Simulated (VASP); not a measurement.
# Te (P3_221) in VASP: density of states with revPBE

Aim: the density of states of Te with revPBE.

All numbers are computed with VASP 6.6.1; they aren't measurements. Logs are shortened: lines on timing, memory, paths and dates and some standing lists are left out, and cuts for length are marked.

## (1) The cell of the first run

Symmetry: P3_221, No. 154, trigonal system. Conventional cell: a = 4.447 Å, b = 4.447 Å, c = 5.915 Å, α = 90.00°, β = 90.00°, γ = 120.00°. Te (site symmetry 2) has 6 Te at 2.86 to 3.46 Å within 3.8 Å.

## (2) Density of states, revPBE

The input, POSCAR:

```
Te
1.0
    4.4469300000      0.0000000000      0.0000000000
   -2.2234650000      3.8511543489      0.0000000000
    0.0000000000      0.0000000000      5.9149200000
Te
3
Direct
    0.7310000000      0.7310000000      0.5000000000
    0.0000000000      0.2690000000      0.8333333333
    0.2690000000      0.0000000000      0.1666666667
```

The input, INCAR.step1:

```
SYSTEM = Te
PREC     = Accurate       ! precision mode
ENCUT    = 520            ! plane-wave cutoff, eV
EDIFF    = 1E-6           ! SCF threshold, eV
ISMEAR   = 0              ! smearing method
SIGMA    = 0.01           ! smearing width, eV
LREAL    = .FALSE.        ! projectors in reciprocal space
LASPH    = .TRUE.         ! aspherical terms in the spheres
NELM     = 60             ! most SCF steps
ALGO     = Normal         ! electronic algorithm
ISIF     = 2              ! what is computed and relaxed
LWAVE    = .FALSE.        ! write WAVECAR
LCHARG   = .TRUE.         ! write CHGCAR
GGA      = RE             ! functional
NBANDS   = 16             ! bands
```

The input, KPOINTS.step1:

```
Automatic mesh
0
G
  7 7 5
  0 0 0
```

The input, INCAR.step2:

```
SYSTEM = Te
PREC     = Accurate       ! precision mode
ENCUT    = 520            ! plane-wave cutoff, eV
EDIFF    = 1E-6           ! SCF threshold, eV
ISMEAR   = -5             ! smearing method
SIGMA    = 0.01           ! smearing width, eV
LREAL    = .FALSE.        ! projectors in reciprocal space
LASPH    = .TRUE.         ! aspherical terms in the spheres
NELM     = 60             ! most SCF steps
ALGO     = Normal         ! electronic algorithm
ISIF     = 2              ! what is computed and relaxed
LWAVE    = .FALSE.        ! write WAVECAR
LCHARG   = .FALSE.        ! write CHGCAR
GGA      = RE             ! functional
LORBIT   = 11             ! projections on sites
NBANDS   = 16             ! bands
NEDOS    = 2001           ! points of the DOS
ICHARG   = 11             ! starting density
```

The input, KPOINTS.step2:

```
Automatic mesh
0
G
  11 11 8
  0 0 0
```

Potentials or basis: VASP PAW PBE potentials, release 64 (Te).

Started as:

```
$ cat potpaw_PBE.64/Te/POTCAR > POTCAR
$ cp INCAR.step1 INCAR
$ cp KPOINTS.step1 KPOINTS
$ mpirun -np 1 vasp_std > vasp.out
$ cp INCAR.step2 INCAR
$ cp KPOINTS.step2 KPOINTS
$ mpirun -np 1 vasp_std > vasp.out
```

OUTCAR:

```text
SYSTEM = Te
   PREC = Accurate
   ENCUT = 520
   EDIFF = 1E-6
   ISMEAR = -5
   LREAL = .FALSE.
   LASPH = .TRUE.
   NELM = 60
   ISIF = 2
   GGA = RE
   LORBIT = 11
   ICHARG = 11

 ion  position               nearest neighbor table
   1  0.731  0.731  0.500-   3 2.86   2 2.86   3 3.46   2 3.46   2 3.46   3 3.46
   2  0.000  0.269  0.833-   1 2.86   3 2.86   1 3.46   1 3.46   3 3.46   3 3.46
   3  0.269  0.000  0.167-   1 2.86   2 2.86   1 3.46   1 3.46   2 3.46   2 3.46

  LATTYP: Found a hexagonal cell.
 ALAT       =     4.4469300000
 C/A-ratio  =     1.3301131342

  Lattice vectors:

 A1 = (   4.4469300000,   0.0000000000,   0.0000000000)
 A2 = (  -2.2234650000,   3.8511543489,   0.0000000000)
 A3 = (   0.0000000000,   0.0000000000,   5.9149200000)

Analysis of symmetry for initial positions (statically):
=====================================================================
 Subroutine PRICEL returns:
 Original cell was already a primitive cell.

 Routine SETGRP: Setting up the symmetry group for a
 hexagonal supercell.

 Subroutine GETGRP returns: Found  6 space group operations
 (whereof  2 operations were pure point group operations)
 out of a pool of 24 trial point group operations.

The static configuration has the point symmetry C_2 .
 The point group associated with its full space group is D_3 .

Analysis of symmetry for dynamics (positions and initial velocities):
=====================================================================
 Subroutine PRICEL returns:
 Original cell was already a primitive cell.

 Routine SETGRP: Setting up the symmetry group for a
 hexagonal supercell.

 Subroutine GETGRP returns: Found  6 space group operations
 (whereof  2 operations were pure point group operations)
 out of a pool of 24 trial point group operations.

The dynamic configuration has the point symmetry C_2 .
 The point group associated with its full space group is D_3 .

 Subroutine INISYM returns: Found  6 space group operations
 (whereof  2 operations are pure point group operations),
 and found     1 'primitive' translations

----------------------------------------------------------------------------------------

                                     Primitive cell

  volume of cell :     101.2978

  direct lattice vectors                    reciprocal lattice vectors
     4.446930000  0.000000000  0.000000000     0.224874239  0.129831202  0.000000000
    -2.223465000  3.851154349  0.000000000     0.000000000  0.259662405  0.000000000
     0.000000000  0.000000000  5.914920000     0.000000000  0.000000000  0.169063994

  length of vectors
     4.446930000  4.446930000  5.914920000     0.259662405  0.259662405  0.169063994

  position of ions in fractional coordinates (direct lattice)
     0.731000000  0.731000000  0.500000000
     1.000000000  0.269000000  0.833333333
     0.269000000  0.000000000  0.166666667

  ion indices of the primitive-cell ions
   primitive index   ion index
                 1           1
                 2           2
                 3           3

----------------------------------------------------------------------------------------

 KPOINTS: Automatic mesh

Automatic generation of k-mesh.
 Grid dimensions read from file:
 generate k-points for:   11   11    8

 Generating k-lattice:

  Cartesian coordinates                     Fractional coordinates (reciprocal lattice)
     0.020443113  0.011802837  0.000000000     0.090909091 -0.000000000  0.000000000
     0.000000000  0.023605673  0.000000000     0.000000000  0.090909091  0.000000000
     0.000000000  0.000000000  0.021132999     0.000000000  0.000000000  0.125000000

  Length of vectors
     0.023605673  0.023605673  0.021132999

  Shift w.r.t. Gamma in fractional coordinates (k-lattice)
     0.000000000  0.000000000  0.000000000

 TETIRR: Found   1408 inequivalent tetrahedra from     5808

 Subroutine IBZKPT returns following result:
 ===========================================

 Found    110 irreducible k-points:

 Following reciprocal coordinates:
            Coordinates               Weight
  0.000000  0.000000  0.000000      1.000000
  0.090909  0.000000  0.000000      6.000000
  0.181818  0.000000  0.000000      6.000000
  0.272727  0.000000  0.000000      6.000000
  0.363636  0.000000  0.000000      6.000000
  0.454545  0.000000  0.000000      6.000000
[... 16 lines left out ...]
  0.000000  0.272727  0.125000      6.000000
  0.363636  0.000000  0.125000      6.000000
 [... further k-points ...]
   k-points           NKPTS =    110   k-points in BZ     NKDIM =    110   number of bands    NBANDS=     16
   number of dos      NEDOS =   2001   number of ions     NIONS =      3
   total plane-waves  NPLWV =  62208
   dimension x,y,z NGX =    36 NGY =   36 NGZ =   48
   dimension x,y,z NGXF=    72 NGYF=   72 NGZF=   96
   ions per type =               3
   NGX,Y,Z   is equivalent  to a cutoff of  13.46, 13.46, 13.49 a.u.
   NGXF,Y,Z  is equivalent  to a cutoff of  26.92, 26.92, 26.98 a.u.
 SYSTEM =  Te
   PREC   = accura    normal or accurate (medium, high low for compatibility)
   ISTART =      0    job   : 0-new  1-cont  2-samecut
   ICHARG =     11    charge: 1-file 2-atom 10-const
   ISPIN  =      1    spin polarized calculation?
   LNONCOLLINEAR =      F non collinear calculations
   LSORBIT =      F    spin-orbit coupling
   LASPH  =      T    aspherical Exc in radial PAW
   ENCUT  =  520.0 eV  38.22 Ry    6.18 a.u.   8.27  8.27 11.00*2*pi/ulx,y,z
   NELM   =     60;   NELMIN=  2; NELMDL=  0     # of ELM steps
   EDIFF  = 0.1E-05   stopping-criterion for ELM
   LREAL  =      F    real-space projection
   EDIFFG = 0.1E-04   stopping-criterion for IOM
   NSW    =      0    number of steps for IOM
   IBRION =     -1    ionic relax: 0-MD 1-quasi-New 2-CG
   NFREE  =      0    steps in history (QN), initial steepest desc. (CG)
   ISIF   =      2    stress and relaxation
   ISYM   =      2    0-nonsym 1-usesym 2-fastsym
   POTIM  = 0.5000    time-step for ionic-motion
   TEBEG  =    0.0;   TEEND  =   0.0 temperature during run
   PSTRESS=    0.0 pullay stress
   NELECT =      18.0000    total number of electrons
   NUPDOWN=      -1.0000    fix difference up-down
   EMIN   =  10.00;   EMAX   =-10.00  energy-range for DOS
   EFERMI =   0.00;   METHOD = LEGACY
   ISMEAR =    -5;   SIGMA  =   0.01  broadening in eV -4-tet -1-fermi 0-gaus
   EFERMI_NEDOS =   21; number of points for ismear=-14 and -15
   IALGO  =     38    algorithm
   IMIX   =      4    mixing-type and parameters
     AMIX     =   0.40;   BMIX     =  1.00
     AMIX_MAG =   1.60;   BMIX_MAG =  1.00
  volume/ion in A,a.u.               =      33.77       227.86
  Fermi-wavevector in a.u.,A,eV,Ry     =   0.920377  1.739260 11.525405  0.847093
  Thomas-Fermi vector in A             =   2.045675
   LORBIT       =     11    0 simple, 1 ext, 2 COOP (PROOUT), +10 PAW based schemes
   GGA     = RE    functional components
   LHFCALC =     F    Hartree Fock is set to
   AEXX    =    0.0000 exact exchange contribution
   IVDW    =     0    specifies the selected vdW correction
   LEPSILON=     F    determine dielectric tensor
   LRPA    =     F    only Hartree local field effects (RPA)
 non-spin polarized calculation
 Fermi weights with tetrahedron method with Bloechl corrections
  energy-cutoff  :      520.00
  volume of cell :      101.30
 maximum number of plane-waves:      2760
 NGX is ok and might be reduce to    36

 number of electron      17.9999999 magnetization

 Free energy of the ion-electron system (eV)
  ---------------------------------------------------
  ext. energy  EPLUGINS =         0.00000000
  ---------------------------------------------------
  free energy    TOTEN  =        -8.44939861 eV

  energy without entropy =       -8.44939861  energy(sigma->0) =       -8.44939861

 E-fermi :   6.1015     XC(G=0):  -9.0073

 val. band max:        6.0943328408   @ k =   0.3636   0.2727   0.5000
 cond. band min:       6.5389885664   @ k =   0.3636   0.2727   0.5000
 fundamental gap:      0.4446557256
 Fermi energy:         6.1014505461

 k-point     1 :       0.0000    0.0000    0.0000
  band No.  band energies     occupation
      1      -7.5532      2.00000
      2      -4.2257      2.00000
      3      -4.2257      2.00000
      4       3.0067      2.00000
      5       3.3350      2.00000
      6       3.3350      2.00000
[... 8 lines left out ...]
     15      12.1727      0.00000
     16      12.3590      0.00000

 k-point     2 :       0.0909    0.0000    0.0000
  band No.  band energies     occupation
      1      -7.4967      2.00000
      2      -4.2414      2.00000
      3      -4.2099      2.00000
      4       2.5482      2.00000
      5       3.0083      2.00000
      6       3.1955      2.00000
[... 8 lines left out ...]
     15      12.1723      0.00000
     16      12.3689      0.00000

 k-point     3 :       0.1818    0.0000    0.0000
  band No.  band energies     occupation
      1      -7.3319      2.00000
      2      -4.3081      2.00000
      3      -4.1648      2.00000
      4       1.8468      2.00000
      5       2.5279      2.00000
      6       2.9012      2.00000
[... 8 lines left out ...]
     15      12.2509      0.00000
     16      12.7283      0.00000

 k-point     4 :       0.2727    0.0000    0.0000
  band No.  band energies     occupation
      1      -7.0765      2.00000
      2      -4.4650      2.00000
      3      -4.1005      2.00000
      4       1.3714      2.00000
      5       2.0930      2.00000
      6       2.6091      2.00000
[... 8 lines left out ...]
     15      12.6561      0.00000
     16      13.4336      0.00000
[... 324 lines left out ...]
 k-point    22 :       0.2727    0.0000    0.1250
  band No.  band energies     occupation
      1      -7.0197      2.00000
      2      -4.9038      2.00000
      3      -3.6651      2.00000
      4       1.2780      2.00000
      5       1.8529      2.00000
      6       2.6569      2.00000
[... 8 lines left out ...]
     15      12.9249      0.00000
     16      13.6531      0.00000

 k-point    23 :       0.0000    0.2727    0.1250
  band No.  band energies     occupation
      1      -7.0289      2.00000
      2      -4.7695      2.00000
      3      -3.8720      2.00000
      4       1.5933      2.00000
      5       2.3244      2.00000
      6       2.7106      2.00000
[... 8 lines left out ...]
     15      12.5218      0.00000
     16      12.6235      0.00000

 k-point    24 :       0.3636    0.0000    0.1250
  band No.  band energies     occupation
      1      -6.7172      2.00000
      2      -4.9857      2.00000
      3      -3.7787      2.00000
      4       1.0057      2.00000
      5       1.5595      2.00000
      6       2.4462      2.00000
[... 8 lines left out ...]
     15      13.6295      0.00000
     16      14.3043      0.00000

 [... further k-points ...]
[... 5 lines left out ...]
  --------------------------------------------------------------------------------------
  -------------------------------------------------------------------------------------
  Total        1.5376732      1.5376732      1.8880358     -0.0000000      0.0000000      0.0000000
  in kB       24.3206137     24.3206137     29.8621256     -0.0000000      0.0000000      0.0000000
  external PRESSURE =      26.1677843 kB  Pullay stress =       0.0000000 kB

 VOLUME and BASIS-vectors are now :
 -----------------------------------------------------------------------------
  energy-cutoff  :      520.00
  volume of cell :      101.30
      direct lattice vectors                 reciprocal lattice vectors
     4.446930000  0.000000000  0.000000000     0.224874239  0.129831202  0.000000000
    -2.223465000  3.851154349  0.000000000     0.000000000  0.259662405  0.000000000
     0.000000000  0.000000000  5.914920000     0.000000000  0.000000000  0.169063994

 POSITION                                       TOTAL-FORCE (eV/Angst)
 -----------------------------------------------------------------------------------
      1.62535      2.81519      2.95746        -0.091936     -0.159238     -0.000000
     -0.59811      1.03596      4.92910        -0.091936      0.159238      0.000000
      1.19622      0.00000      0.98582         0.183872     -0.000000     -0.000000
 -----------------------------------------------------------------------------------
    total drift:                               -0.000007     -0.000013      0.000000

  FREE ENERGIE OF THE ION-ELECTRON SYSTEM (eV)
  ---------------------------------------------------
  free  energy   TOTEN  =        -8.4493986097 eV

  energy  without entropy=       -8.4493986097  energy(sigma->0) =       -8.44939861

 total charge

# of ion       s       p       d       tot
------------------------------------------
    1        1.432   1.820   0.044   3.295
    2        1.432   1.820   0.044   3.295
    3        1.432   1.820   0.044   3.295
--------------------------------------------------
tot          4.295   5.460   0.131   9.886
```

Wall time 2.4 min (1 thread of Oxide Virtual Turin-like, shared host); peak memory 0.28 GiB.

Results:

* Valence electrons inside the program's atomic spheres: Te 3.29

Levels at points of the mesh, in eV from the valence-band top:
```
           k point  band 7  band 8  band 9  band 10  band 11  band 12
(0.00, 0.00, 0.00)   -1.70   -1.70   -0.87     1.01     1.01     1.61
(0.00, 0.00, 0.50)   -1.36   -1.05   -1.05     0.47     0.51     0.51
```

Caveat: the PAW data sets were made with another functional, which shifts forces and pressure a little; spin-orbit coupling is left out, which moves the levels of the heavy elements.
